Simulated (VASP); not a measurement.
Here is a VASP 6.6.1 calculation.

The input INCAR:

```
ALGO = Normal ; EDIFF = 1E-7
ENCUT = 520 ; GGA = PE
ISIF = 2 ; ISMEAR = -1
IVDW = 12 ; LASPH = True
LCHARG = True ; LELF = True
LREAL = False ; LVHAR = True
LWAVE = False ; NBANDS = 35
NELM = 100 ; PREC = Accurate
SIGMA = 0.02
```

The input KPOINTS:

```
k-points
0
Gamma
  12 12 2
```

Contents of POSCAR:

```
WSe2
1.0
    3.2790274352      0.0000000000      0.0000000000
   -1.6395137176      2.8397210586      0.0000000000
    0.0000000000      0.0000000000     12.7886107767
W Se
2 4
Direct
    0.3333333333      0.6666666667      0.2500000000
    0.6666666667      0.3333333333      0.7500000000
    0.3333333333      0.6666666667      0.6182912129
    0.6666666667      0.3333333333      0.1182912129
    0.3333333333      0.6666666667      0.8817087871
    0.6666666667      0.3333333333      0.3817087871
```

Potentials or basis: VASP PAW PBE potentials, release 64 (W_sv, Se).

The run is started by

```bash
$ cat potpaw_PBE.64/W_sv/POTCAR potpaw_PBE.64/Se/POTCAR > POTCAR
$ mpirun -np 1 vasp_std > vasp.out
```

Q: Estimate the band gap on the k mesh.

A: 0.89 eV, indirect (least direct gap 1.56 eV).

Q: Estimate the dispersion energy per atom.

A: -0.475 eV.

Forces on the atoms (eV/Å):
```
W    0.000  0.000  0.000
W    0.000  0.000  0.000
Se   0.000  0.000 -0.047
Se   0.000  0.000 -0.047
Se   0.000  0.000  0.047
Se   0.000  0.000  0.047
```

Caveat: spin-orbit coupling is left out, which moves the levels of the heavy elements.

**Experimental background.**

From “Time-resolved XUV ARPES with tunable 24–33 eV laser pulses at 30 meV resolution”, 2019, pmc:6684652, for a bulk crystal of WSe2: band gap 1.3 eV (indirect).

A measured gap of WSe2 is 1.3 eV (indirect; “Time-resolved XUV ARPES with tunable 24–33 eV laser pulses at 30 meV resolution”, 2019, pmc:6684652); the calculated 0.89 eV misses it by -0.41 eV. Spin-orbit coupling on Se, W is left out. The value is that of PBE+D3(BJ) on a finite k mesh, which can miss the band edges, without temperature or zero-point motion. Semilocal functionals fall short of measured gaps as a rule.
